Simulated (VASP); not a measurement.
# CdInS2: single point with PBE

The system is CdInS2.

```
Cd In S
1.0
     3.69468    0.00000    0.00000
    -1.84734    3.19968    0.00000
     0.00000    0.00000    7.47618
Cd In S
1 1 2
Cartesian
  0.0000 0.0000 0.0000
  0.0000 0.0000 3.7381
  1.8473 1.0666 5.7572
  0.0000 2.1331 1.7190
```

This cell differs from its parent crystal: atoms shifted along a free coordinate, c/a of the conventional cell at fixed volume 2.0235.

```json
{"Program": "VASP 6.6.1", "Task": "single point", "Functional": "PBE", "Potentials or basis": "VASP PAW PBE potentials, release 64 (Cd, In_d, S)", "Cutoff": "520 eV", "k mesh": "12 × 12 × 6", "Occupations": "gaussian, width 0.15 eV", "Spin": "no spin polarisation", "Dipole correction": "no", "Further INCAR settings": "ALGO = Normal; EDIFF = 1e-06; NBANDS = 26"}
```

* Pressure: -0.2 GPa
* Largest force: 0.443 eV/Å
* Band gap on the k mesh: zero (an odd number of electrons rules out a gap without spin polarisation)

Forces on the atoms (eV/Å):
```
Cd   0.000  0.000  0.000
In   0.000  0.000  0.000
S    0.000  0.000 -0.443
S    0.000  0.000  0.443
```

Stress tensor (GPa, compression positive):
```
 4.24  0.00  0.00
 0.00  4.24  0.00
 0.00  0.00 -9.09
```

Levels at points of the mesh, in eV from the Fermi level:
| k point | band 16 | band 17 | band 18 | band 19 | band 20 | band 21 |
| --- | --- | --- | --- | --- | --- | --- |
| (0.00, 0.00, 0.00) | -0.92 | -0.92 | -0.48 | -0.48 | 3.44 | 4.57 |
| (0.50, 0.00, 0.00) | -3.24 | -2.11 | -0.87 | 0.07 | 1.81 | 2.75 |
| (0.00, 0.00, 0.50) | -0.82 | -0.58 | -0.58 | 0.68 | 1.94 | 4.89 |
| (0.50, 0.00, 0.50) | -2.54 | -1.78 | -1.34 | -1.06 | 0.39 | 4.44 |

Wall time 7.5 min on 1 thread of Intel Xeon 8259CL, with other jobs on the host, peak memory 0.36 GiB.

Caveat: the stress differs along the axes, from -9 to 4 GPa; spin-orbit coupling is left out, which moves the levels of the heavy elements; an odd number of electrons without spin polarisation forces a metal; a magnetic or distorted state may lie lower.
